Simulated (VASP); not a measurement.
# CdS (Hawleyite) (F-43m) in VASP: single point with LDA

Aim: the single point of CdS (Hawleyite) with LDA.

All numbers are computed with VASP 6.6.1; they aren't measurements. Logs are shortened: lines on timing, memory, paths and dates and some standing lists are left out, and cuts for length are marked.

**1. The cell of the first run**

It takes space group F-43m (No. 216, cubic). Conventional cell: a = 5.833 Å, b = 5.833 Å, c = 5.833 Å, α = 90.00°, β = 90.00°, γ = 90.00°. Cd (site symmetry -43m) has 4 S at 2.53 Å within 3.3 Å. S (site symmetry -43m) has 4 Cd at 2.53 Å within 3.3 Å.

**2. Single point, LDA, non-collinear spin, zero start, spin-orbit coupling**

INCAR reads:

```
SYSTEM = CdS
  PREC = Accurate
  ENCUT = 500
  EDIFF = 1E-6
  ISMEAR = 0
  SIGMA = 0.01
  LREAL = .False.
  LASPH = .True.
  NELM = 200
  ALGO = Normal
  ISIF = 2
  LWAVE = .False.
  LCHARG = .False.
  LNONCOLLINEAR = .True.
  MAGMOM = 0 0 0 0 0 0
  LORBIT = 11
  LSORBIT = .True.
  GGA_COMPAT = .False.
  LORBMOM = .True.
  GGA = CA
  NBANDS = 30
```

KPOINTS reads:

```
Automatic mesh
0
Gamma
  6 6 6
  0 0 0
```

POSCAR reads:

```
CdS
1.0
    0.0000000000      2.9165000000      2.9165000000
    2.9165000000      0.0000000000      2.9165000000
    2.9165000000      2.9165000000      0.0000000000
Cd S
1 1
Direct
    0.0000000000      0.0000000000      0.0000000000
    0.2500000000      0.2500000000      0.2500000000
```

Potentials or basis: VASP PAW LDA potentials, release 64 (Cd, S).

Launch:

```
cat potpaw_LDA.64/Cd/POTCAR potpaw_LDA.64/S/POTCAR > POTCAR
mpirun -np 1 vasp_ncl > vasp.out
```

OUTCAR:

```text
SYSTEM = CdS
   PREC = Accurate
   ENCUT = 500
   EDIFF = 1E-6
   ISMEAR = 0
   LREAL = .False.
   LASPH = .True.
   NELM = 200
   ISIF = 2
   LNONCOLLINEAR = .True.
   LORBIT = 11
   LSORBIT = .True.
   GGA = CA

 ion  position               nearest neighbor table
   1  0.000  0.000  0.000-   2 2.53   2 2.53   2 2.53   2 2.53
   2  0.250  0.250  0.250-   1 2.53   1 2.53   1 2.53   1 2.53

  LATTYP: Found a face centered cubic cell.
 ALAT       =     5.8330000000

  Lattice vectors:

 A1 = (   0.0000000000,   2.9165000000,   2.9165000000)
 A2 = (   2.9165000000,   0.0000000000,   2.9165000000)
 A3 = (   2.9165000000,   2.9165000000,   0.0000000000)

Analysis of symmetry for initial positions (statically):
=====================================================================
 Subroutine PRICEL returns:
 Original cell was already a primitive cell.

 Routine SETGRP: Setting up the symmetry group for a
 face centered cubic supercell.

 Subroutine GETGRP returns: Found 24 space group operations
 (whereof 24 operations were pure point group operations)
 out of a pool of 48 trial point group operations.

The static configuration has the point symmetry T_d .

Analysis of symmetry for dynamics (positions and initial velocities):
=====================================================================
 Subroutine PRICEL returns:
 Original cell was already a primitive cell.

 Routine SETGRP: Setting up the symmetry group for a
 face centered cubic supercell.

 Subroutine GETGRP returns: Found 24 space group operations
 (whereof 24 operations were pure point group operations)
 out of a pool of 48 trial point group operations.

The dynamic configuration has the point symmetry T_d .

Analysis of structural, dynamic, and magnetic symmetry:
=====================================================================
 Subroutine PRICEL returns:
 Original cell was already a primitive cell.

 Routine SETGRP: Setting up the symmetry group for a
 face centered cubic supercell.

 Subroutine GETGRP returns: Found 24 space group operations
 (whereof 24 operations were pure point group operations)
 out of a pool of 48 trial point group operations.

The overall configuration has the point symmetry T_d .

 Subroutine INISYM returns: Found 24 space group operations
 (whereof 24 operations are pure point group operations),
 and found     1 'primitive' translations

----------------------------------------------------------------------------------------

                                     Primitive cell

  volume of cell :      49.6153

  direct lattice vectors                    reciprocal lattice vectors
     0.000000000  2.916500000  2.916500000    -0.171438368  0.171438368  0.171438368
     2.916500000  0.000000000  2.916500000     0.171438368 -0.171438368  0.171438368
     2.916500000  2.916500000  0.000000000     0.171438368  0.171438368 -0.171438368

  length of vectors
     4.124553855  4.124553855  4.124553855     0.296939964  0.296939964  0.296939964

  position of ions in fractional coordinates (direct lattice)
     0.000000000  0.000000000  0.000000000
     0.250000000  0.250000000  0.250000000

  ion indices of the primitive-cell ions
   primitive index   ion index
                 1           1
                 2           2

----------------------------------------------------------------------------------------

 KPOINTS: Automatic mesh

Automatic generation of k-mesh.
 Grid dimensions read from file:
 generate k-points for:    6    6    6

 Generating k-lattice:

  Cartesian coordinates                     Fractional coordinates (reciprocal lattice)
    -0.028573061  0.028573061  0.028573061     0.166666667  0.000000000  0.000000000
     0.028573061 -0.028573061  0.028573061     0.000000000  0.166666667  0.000000000
     0.028573061  0.028573061 -0.028573061     0.000000000  0.000000000  0.166666667

[... 92 lines left out ...]
 number of electron      18.0000003 magnetization      -0.0000000      0.0000000     -0.0000000

 number of electron      18.0000003 magnetization      -0.0000000      0.0000000      0.0000000

 Free energy of the ion-electron system (eV)
  ---------------------------------------------------
  ext. energy  EPLUGINS =         0.00000000
  ---------------------------------------------------
  free energy    TOTEN  =        -7.42597116 eV

  energy without entropy =       -7.42597116  energy(sigma->0) =       -7.42597116

 E-fermi :   1.2527     XC(G=0):  -9.5857

 val. band max:        1.1451308052   @ k =   0.0000   0.0000   0.0000
 cond. band min:       2.0196748398   @ k =   0.0000   0.0000   0.0000
 fundamental gap:      0.8745440346
 Fermi energy:         1.2526894709

 k-point     1 :       0.0000    0.0000    0.0000
  band No.  band energies     occupation
      1     -11.2277      1.00000
      2     -11.2277      1.00000
      3      -6.9131      1.00000
      4      -6.9131      1.00000
      5      -6.9131      1.00000
      6      -6.9131      1.00000
[... 715 lines left out ...]
     29      14.2562      0.00000
     30      14.2707      0.00000

------------------------ aborting loop because EDIFF is reached ----------------------------------------

  FORCE on cell =-STRESS in cart. coord.  units (eV):
  Direction    XX          YY          ZZ          XY          YZ          ZX
  --------------------------------------------------------------------------------------
  -------------------------------------------------------------------------------------
  Total       -0.6331232     -0.6331232     -0.6331232      0.0000000      0.0000000      0.0000000
  in kB      -20.4447987    -20.4447987    -20.4447987      0.0000000      0.0000000      0.0000000
  external PRESSURE =     -20.4447987 kB  Pullay stress =       0.0000000 kB

 VOLUME and BASIS-vectors are now :
 -----------------------------------------------------------------------------
  energy-cutoff  :      500.00
  volume of cell :       49.62
      direct lattice vectors                 reciprocal lattice vectors
     0.000000000  2.916500000  2.916500000    -0.171438368  0.171438368  0.171438368
     2.916500000  0.000000000  2.916500000     0.171438368 -0.171438368  0.171438368
     2.916500000  2.916500000  0.000000000     0.171438368  0.171438368 -0.171438368

 POSITION                                       TOTAL-FORCE (eV/Angst)
 -----------------------------------------------------------------------------------
      0.00000      0.00000      0.00000        -0.000000     -0.000000      0.000000
      1.45825      1.45825      1.45825         0.000000      0.000000     -0.000000
 -----------------------------------------------------------------------------------
    total drift:                               -0.000000     -0.000000     -0.000000

  FREE ENERGIE OF THE ION-ELECTRON SYSTEM (eV)
  ---------------------------------------------------
  free  energy   TOTEN  =        -7.4259711560 eV

  energy  without entropy=       -7.4259711560  energy(sigma->0) =       -7.42597116

 orbital moment (x)

 # of ion     p       d       tot
 ----------------------------------------
  1         0.000   0.000   0.000
  2        -0.000   0.000  -0.000
 ----------------------------------------
            0.000   0.000   0.000

 orbital moment (y)

 # of ion     p       d       tot
 ----------------------------------------
  1        -0.000  -0.000  -0.000
  2         0.000   0.000   0.000
 ----------------------------------------
           -0.000  -0.000  -0.000

 orbital moment (z)

 # of ion     p       d       tot
 ----------------------------------------
  1         0.000   0.000   0.000
  2         0.000   0.000   0.000
 ----------------------------------------
            0.000   0.000   0.000

 Spin-Orbit-Coupling matrix elements

 Ion:    1  E_soc:     -0.0601019
 l=   1
     0.0000000    -0.0026788    -0.0026788
    -0.0026788     0.0000000    -0.0026788
    -0.0026788    -0.0026788     0.0000000
 l=   2
     0.0000000    -0.0014980     0.0000000    -0.0014980    -0.0058402
    -0.0014980     0.0000000    -0.0043801    -0.0014980    -0.0014600
     0.0000000    -0.0043801     0.0000000    -0.0043801     0.0000000
    -0.0014980    -0.0014980    -0.0043801     0.0000000    -0.0014600
    -0.0058402    -0.0014600     0.0000000    -0.0014600     0.0000000
 l=   3
     0.0000000     0.0000000     0.0000000     0.0000000     0.0000000     0.0000000     0.0000000
     0.0000000     0.0000000     0.0000000     0.0000000     0.0000000     0.0000000     0.0000000
     0.0000000     0.0000000     0.0000000     0.0000000     0.0000000     0.0000000     0.0000000
     0.0000000     0.0000000     0.0000000     0.0000000     0.0000000     0.0000000     0.0000000
     0.0000000     0.0000000     0.0000000     0.0000000     0.0000000     0.0000000     0.0000000
     0.0000000     0.0000000     0.0000000     0.0000000     0.0000000     0.0000000     0.0000000
     0.0000000     0.0000000     0.0000000     0.0000000     0.0000000     0.0000000     0.0000000

 Ion:    2  E_soc:     -0.0022622
 l=   1
     0.0000000    -0.0003770    -0.0003770
    -0.0003770     0.0000000    -0.0003770
    -0.0003770    -0.0003770     0.0000000
 l=   2
     0.0000000     0.0000000     0.0000000     0.0000000     0.0000000
     0.0000000     0.0000000     0.0000000     0.0000000     0.0000000
     0.0000000     0.0000000     0.0000000     0.0000000     0.0000000
     0.0000000     0.0000000     0.0000000     0.0000000     0.0000000
     0.0000000     0.0000000     0.0000000     0.0000000     0.0000000
 l=   3
     0.0000000     0.0000000     0.0000000     0.0000000     0.0000000     0.0000000     0.0000000
     0.0000000     0.0000000     0.0000000     0.0000000     0.0000000     0.0000000     0.0000000
     0.0000000     0.0000000     0.0000000     0.0000000     0.0000000     0.0000000     0.0000000
     0.0000000     0.0000000     0.0000000     0.0000000     0.0000000     0.0000000     0.0000000
     0.0000000     0.0000000     0.0000000     0.0000000     0.0000000     0.0000000     0.0000000
     0.0000000     0.0000000     0.0000000     0.0000000     0.0000000     0.0000000     0.0000000
     0.0000000     0.0000000     0.0000000     0.0000000     0.0000000     0.0000000     0.0000000

 total charge

# of ion       s       p       d       tot
------------------------------------------
    1        0.441   0.335   9.553  10.329
    2        1.323   2.375   0.000   3.698
--------------------------------------------------
tot          1.764   2.710   9.553  14.027

 magnetization (x)

# of ion       s       p       d       tot
------------------------------------------
    1       -0.000   0.000  -0.000  -0.000
    2       -0.000  -0.000   0.000  -0.000
--------------------------------------------------
tot         -0.000  -0.000  -0.000  -0.000

 magnetization (y)

# of ion       s       p       d       tot
------------------------------------------
    1        0.000   0.000  -0.000  -0.000
    2        0.000  -0.000   0.000  -0.000
--------------------------------------------------
tot          0.000  -0.000  -0.000  -0.000

 magnetization (z)

# of ion       s       p       d       tot
------------------------------------------
    1        0.000   0.000  -0.000  -0.000
    2        0.000   0.000   0.000   0.000
--------------------------------------------------
tot          0.000   0.000  -0.000   0.000
```

Run time: 40 s. Hardware: 1 thread of Intel Xeon 6975P-C (Granite Rapids), shared host; peak memory 0.24 GiB.

Results:

| Quantity | Value |
| --- | --- |
| Free energy | -7.4260 eV |
| Pressure | -2.0 GPa |
| Net moment | 0.00 μB per cell |
| Valence electrons inside the program's atomic spheres | Cd 10.33; S 3.70 |

Moments on the atoms (μB; x, y, z):
```
Cd  0.00 0.00 0.00
S   0.00 0.00 0.00
```
